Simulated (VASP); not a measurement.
# Hf (P-1) in VASP: single point with PBEsol

Aim: the single point of Hf with PBEsol.

Everything below comes from runs of VASP 6.6.1. Logs are shortened: lines on timing, memory, paths and dates and some standing lists are left out, and cuts for length are marked.

### 1 The cell of the first run

The typed cell holds 2 atoms: a = 3.197 Å, b = 3.155 Å, c = 5.059 Å, α = 89.36°, β = 88.27°, γ = 118.70°.

### 2 Single point, PBEsol (equal xy, yz and zx shear strains of +3 %)

INCAR

```
SYSTEM = Hf
ALGO     = Normal         ! electronic algorithm
EDIFF    = 1E-6           ! SCF threshold, eV
ENCUT    = 520            ! plane-wave cutoff, eV
GGA      = PS             ! functional
ISIF     = 2              ! what is computed and relaxed
ISMEAR   = -1             ! smearing method
LASPH    = .True.         ! aspherical terms in the spheres
LCHARG   = .True.         ! write CHGCAR
LELF     = .True.         ! ELF
LREAL    = .False.        ! projectors in reciprocal space
LVHAR    = .True.       
LWAVE    = .False.        ! write WAVECAR
NBANDS   = 17             ! bands
NELM     = 100            ! most SCF steps
PREC     = Accurate       ! precision mode
SIGMA    = 0.05           ! smearing width, eV
```

KPOINTS

```
k-points
0
Gamma
  13 13 7
  0 0 0
```

POSCAR

```
Hf
1.0
    3.1966985242      0.0479504779      0.0479504779
   -1.5568229302      2.7444468913      0.0175510930
    0.0758670000      0.0758670000      5.0578000000
Hf
2
Direct
    0.3333333333      0.6666666667      0.2500000000
    0.6666666667      0.3333333333      0.7500000000
```

Potentials or basis: VASP PAW PBE potentials, release 64 (Hf_pv).

Command:

```sh
> cat potpaw_PBE.64/Hf_pv/POTCAR > POTCAR
> mpirun -np 1 vasp_std > vasp.out
```

OUTCAR:

```text
SYSTEM = Hf
   EDIFF = 1E-6
   ENCUT = 520
   GGA = PS
   ISIF = 2
   ISMEAR = -1
   LASPH = .True.
   LREAL = .False.
   NELM = 100
   PREC = Accurate

 ion  position               nearest neighbor table
   1  0.333  0.667  0.250-   2 3.08   2 3.09   2 3.10   2 3.13   2 3.18   2 3.21
   2  0.667  0.333  0.750-   1 3.08   1 3.09   1 3.10   1 3.13   1 3.18   1 3.21

  LATTYP: Found a triclinic cell.
 ALAT       =     3.2389759936
 B/A-ratio  =     2.2807147960
 C/A-ratio  =     0.9871693112
 COS(alpha) =     0.0019595915
 COS(beta)  =     0.5194127995
 COS(gamma) =     0.6241990493

  Lattice vectors:

 A1 = (  -1.6398755940,  -2.7923973692,  -0.0655015709)
 A2 = (  -0.0071856638,  -5.4609772605,   4.9747473361)
 A3 = (  -3.1966985242,  -0.0479504779,  -0.0479504779)

Analysis of symmetry for initial positions (statically):
=====================================================================
 Subroutine PRICEL returns:
 Original cell was already a primitive cell.

 Routine SETGRP: Setting up the symmetry group for a
 triclinic supercell.

 Subroutine GETGRP returns: Found  2 space group operations
 (whereof  2 operations were pure point group operations)
 out of a pool of  2 trial point group operations.

The static configuration has the point symmetry S_2 .

Analysis of symmetry for dynamics (positions and initial velocities):
=====================================================================
 Subroutine PRICEL returns:
 Original cell was already a primitive cell.

 Routine SETGRP: Setting up the symmetry group for a
 triclinic supercell.

 Subroutine GETGRP returns: Found  2 space group operations
 (whereof  2 operations were pure point group operations)
 out of a pool of  2 trial point group operations.

The dynamic configuration has the point symmetry S_2 .

 Subroutine INISYM returns: Found  2 space group operations
 (whereof  2 operations are pure point group operations),
 and found     1 'primitive' translations

----------------------------------------------------------------------------------------

                                     Primitive cell

  volume of cell :      44.7307

  direct lattice vectors                    reciprocal lattice vectors
     3.196698524  0.047950478  0.047950478     0.310291222  0.176063356 -0.007295319
    -1.556822930  2.744446891  0.017551093    -0.005340544  0.361376806 -0.005340544
     0.075867000  0.075867000  5.057800000    -0.002923184 -0.002923184  0.197802117

  length of vectors
     3.197417700  3.155312095  5.058937877     0.356836334  0.361455721  0.197845312

  position of ions in fractional coordinates (direct lattice)
     0.333333333  0.666666667  0.250000000
     0.666666667  0.333333333  0.750000000

  ion indices of the primitive-cell ions
   primitive index   ion index
                 1           1
                 2           2

----------------------------------------------------------------------------------------

 KPOINTS: k-points

Automatic generation of k-mesh.
 Grid dimensions read from file:
 generate k-points for:   13   13    7

 Generating k-lattice:

  Cartesian coordinates                     Fractional coordinates (reciprocal lattice)
     0.023868556  0.013543335 -0.000561178     0.076923077  0.000000000 -0.000000000
    -0.000410811  0.027798216 -0.000410811     0.000000000  0.076923077  0.000000000
    -0.000417598 -0.000417598  0.028257445    -0.000000000  0.000000000  0.142857143

  Length of vectors
     0.027448949  0.027804286  0.028263616

  Shift w.r.t. Gamma in fractional coordinates (k-lattice)
     0.000000000  0.000000000  0.000000000

 Subroutine IBZKPT returns following result:
 ===========================================

 Found    592 irreducible k-points:

 Following reciprocal coordinates:
            Coordinates               Weight
  0.000000  0.000000  0.000000      1.000000
  0.076923  0.000000  0.000000      2.000000
  0.153846 -0.000000  0.000000      2.000000
  0.230769 -0.000000  0.000000      2.000000
  0.307692 -0.000000  0.000000      2.000000
  0.384615  0.000000  0.000000      2.000000
[... 16 lines left out ...]
  0.153846  0.153846  0.000000      2.000000
  0.230769  0.153846  0.000000      2.000000
 [... further k-points ...]
   k-points           NKPTS =    592   k-points in BZ     NKDIM =    592   number of bands    NBANDS=     17
   number of dos      NEDOS =    301   number of ions     NIONS =      2
   total plane-waves  NPLWV =  23040
   dimension x,y,z NGX =    24 NGY =   24 NGZ =   40
   dimension x,y,z NGXF=    48 NGYF=   48 NGZF=   80
   ions per type =               2
   NGX,Y,Z   is equivalent  to a cutoff of  12.48, 12.65, 13.14 a.u.
   NGXF,Y,Z  is equivalent  to a cutoff of  24.96, 25.29, 26.29 a.u.
 SYSTEM =  Hf
   PREC   = accura    normal or accurate (medium, high low for compatibility)
   ISTART =      0    job   : 0-new  1-cont  2-samecut
   ICHARG =      2    charge: 1-file 2-atom 10-const
   ISPIN  =      1    spin polarized calculation?
   LNONCOLLINEAR =      F non collinear calculations
   LSORBIT =      F    spin-orbit coupling
   LASPH  =      T    aspherical Exc in radial PAW
   ENCUT  =  520.0 eV  38.22 Ry    6.18 a.u.   5.95  5.87  9.41*2*pi/ulx,y,z
   NELM   =    100;   NELMIN=  2; NELMDL= -5     # of ELM steps
   EDIFF  = 0.1E-05   stopping-criterion for ELM
   LREAL  =      F    real-space projection
   EDIFFG = 0.1E-04   stopping-criterion for IOM
   NSW    =      0    number of steps for IOM
   IBRION =     -1    ionic relax: 0-MD 1-quasi-New 2-CG
   NFREE  =      0    steps in history (QN), initial steepest desc. (CG)
   ISIF   =      2    stress and relaxation
   ISYM   =      2    0-nonsym 1-usesym 2-fastsym
   POTIM  = 0.5000    time-step for ionic-motion
   TEBEG  =    0.0;   TEEND  =   0.0 temperature during run
   PSTRESS=    0.0 pullay stress
   NELECT =      20.0000    total number of electrons
   NUPDOWN=      -1.0000    fix difference up-down
   EMIN   =  10.00;   EMAX   =-10.00  energy-range for DOS
   EFERMI =   0.00;   METHOD = LEGACY
   ISMEAR =    -1;   SIGMA  =   0.05  broadening in eV -4-tet -1-fermi 0-gaus
   EFERMI_NEDOS =   21; number of points for ismear=-14 and -15
   IALGO  =     38    algorithm
   IMIX   =      4    mixing-type and parameters
     AMIX     =   0.40;   BMIX     =  1.00
     AMIX_MAG =   1.60;   BMIX_MAG =  1.00
  volume/ion in A,a.u.               =      22.37       150.93
  Fermi-wavevector in a.u.,A,eV,Ry     =   1.251843  2.365639 21.321824  1.567110
  Thomas-Fermi vector in A             =   2.385771
   LORBIT       =      0    0 simple, 1 ext, 2 COOP (PROOUT), +10 PAW based schemes
   GGA     = PS    functional components
   LHFCALC =     F    Hartree Fock is set to
   AEXX    =    0.0000 exact exchange contribution
   IVDW    =     0    specifies the selected vdW correction
   LEPSILON=     F    determine dielectric tensor
   LRPA    =     F    only Hartree local field effects (RPA)
 non-spin polarized calculation
  energy-cutoff  :      520.00
  volume of cell :       44.73
 maximum number of plane-waves:      1222
   NGX = 11   NGY = 11   NGZ = 19

 number of electron      20.0000000 magnetization

 Free energy of the ion-electron system (eV)
  ---------------------------------------------------
  ext. energy  EPLUGINS =         0.00000000
  ---------------------------------------------------
  free energy    TOTEN  =       -20.97126562 eV

  energy without entropy =      -20.95749044  energy(sigma->0) =      -20.96437803

 E-fermi :   4.7496     XC(G=0): -11.3916

 val. band max:        4.7494824701   @ k =  -0.3077  -0.2308   0.2857
 cond. band min:       4.7518583396   @ k =   0.3846   0.3846   0.4286
 fundamental gap:      0.0023758695
 Fermi energy:         4.7496007698

 k-point     1 :       0.0000    0.0000    0.0000
  band No.  band energies     occupation
      1     -26.2743      2.00000
      2     -25.5344      2.00000
      3     -25.5050      2.00000
      4     -25.4191      2.00000
      5     -25.3799      2.00000
      6     -25.3755      2.00000
[... 9 lines left out ...]
     16       7.4684      0.00000
     17       9.9602      0.00000

 k-point     2 :       0.0769    0.0000    0.0000
  band No.  band energies     occupation
      1     -26.2593      2.00000
      2     -25.5648      2.00000
      3     -25.5159      2.00000
      4     -25.4463      2.00000
      5     -25.3926      2.00000
      6     -25.3796      2.00000
[... 9 lines left out ...]
     16       7.3187      0.00000
     17      10.2791      0.00000

 k-point     3 :       0.1538   -0.0000    0.0000
  band No.  band energies     occupation
      1     -26.2162      2.00000
      2     -25.6512      2.00000
      3     -25.5433      2.00000
      4     -25.5317      2.00000
      5     -25.4183      2.00000
      6     -25.3909      2.00000
[... 9 lines left out ...]
     16       7.5760      0.00000
     17      10.5721      0.00000

 k-point     4 :       0.2308   -0.0000    0.0000
  band No.  band energies     occupation
      1     -26.1502      2.00000
      2     -25.7735      2.00000
      3     -25.6525      2.00000
      4     -25.5795      2.00000
      5     -25.4552      2.00000
      6     -25.4077      2.00000
[... 9 lines left out ...]
     16       8.2718      0.00000
     17      10.8616      0.00000
[... 343 lines left out ...]
      1     -26.1741      2.00000
      2     -25.7026      2.00000
      3     -25.6363      2.00000
      4     -25.5512      2.00000
      5     -25.4454      2.00000
      6     -25.4230      2.00000
[... 9 lines left out ...]
     16       8.0451      0.00000
     17      10.6357      0.00000

 k-point    23 :       0.1538    0.1538    0.0000
  band No.  band energies     occupation
      1     -26.1119      2.00000
      2     -25.7717      2.00000
      3     -25.7492      2.00000
      4     -25.5898      2.00000
      5     -25.4770      2.00000
      6     -25.4655      2.00000
[... 9 lines left out ...]
     16       8.9045      0.00000
     17      10.7166      0.00000

 k-point    24 :       0.2308    0.1538    0.0000
  band No.  band energies     occupation
      1     -26.0353      2.00000
      2     -25.8793      2.00000
      3     -25.8195      2.00000
      4     -25.6497      2.00000
      5     -25.5228      2.00000
      6     -25.5057      2.00000
[... 9 lines left out ...]
     16       9.8953      0.00000
     17      10.7896      0.00000

 [... further k-points ...]

------------------------ aborting loop because EDIFF is reached ----------------------------------------

  FORCE on cell =-STRESS in cart. coord.  units (eV):
  Direction    XX          YY          ZZ          XY          YZ          ZX
  --------------------------------------------------------------------------------------
  -------------------------------------------------------------------------------------
  Total       -1.1157986     -1.0914164     -1.1814114     -0.5183516     -0.3788884     -0.3792665
  in kB      -39.9660334    -39.0927053    -42.3161766    -18.5664835    -13.5711482    -13.5846914
  external PRESSURE =     -40.4583051 kB  Pullay stress =       0.0000000 kB

 VOLUME and BASIS-vectors are now :
 -----------------------------------------------------------------------------
  energy-cutoff  :      520.00
  volume of cell :       44.73
      direct lattice vectors                 reciprocal lattice vectors
     3.196698524  0.047950478  0.047950478     0.310291222  0.176063356 -0.007295319
    -1.556822930  2.744446891  0.017551093    -0.005340544  0.361376806 -0.005340544
     0.075867000  0.075867000  5.057800000    -0.002923184 -0.002923184  0.197802117

 POSITION                                       TOTAL-FORCE (eV/Angst)
 -----------------------------------------------------------------------------------
      0.04665      1.86458      1.29213        -0.063252      0.000803      0.014106
      1.66909      1.00368      3.83117         0.063252     -0.000803     -0.014106
 -----------------------------------------------------------------------------------
    total drift:                               -0.000000      0.000000     -0.000000

  FREE ENERGIE OF THE ION-ELECTRON SYSTEM (eV)
  ---------------------------------------------------
  free  energy   TOTEN  =       -20.9712656186 eV

  energy  without entropy=      -20.9574904432  energy(sigma->0) =      -20.96437803
```

It took 6 min on 1 thread of Intel Xeon 8259CL, shared host; peak memory 0.46 GiB.

Results:

| Quantity | Value |
| --- | --- |
| Free energy | -20.9713 eV |
| Pressure | -4.0 GPa |
| Largest force | 0.065 eV/Å |
| Band gap on the k mesh | zero (bands 10 and 11 overlap by 1.39 eV) |

Forces in eV/Å, atoms in the order of the input:
```
Hf  -0.063  0.001  0.014
Hf   0.063 -0.001 -0.014
```

Levels at points of the mesh, in eV from the Fermi level:
| k point | band 7 | band 8 | band 9 | band 10 | band 11 | band 12 | band 13 | band 14 |
| --- | --- | --- | --- | --- | --- | --- | --- | --- |
| (0.00, 0.00, 0.00) | -7.38 | -3.70 | 0.69 | 0.91 | 1.41 | 1.46 | 1.73 | 2.24 |

Caveat: the cell differs from its parent crystal (equal xy, yz and zx shear strains of +3 %); the cell stands under tension; the PAW data sets were made with another functional, which shifts forces and pressure a little; spin-orbit coupling is left out, which moves the levels of the heavy elements.
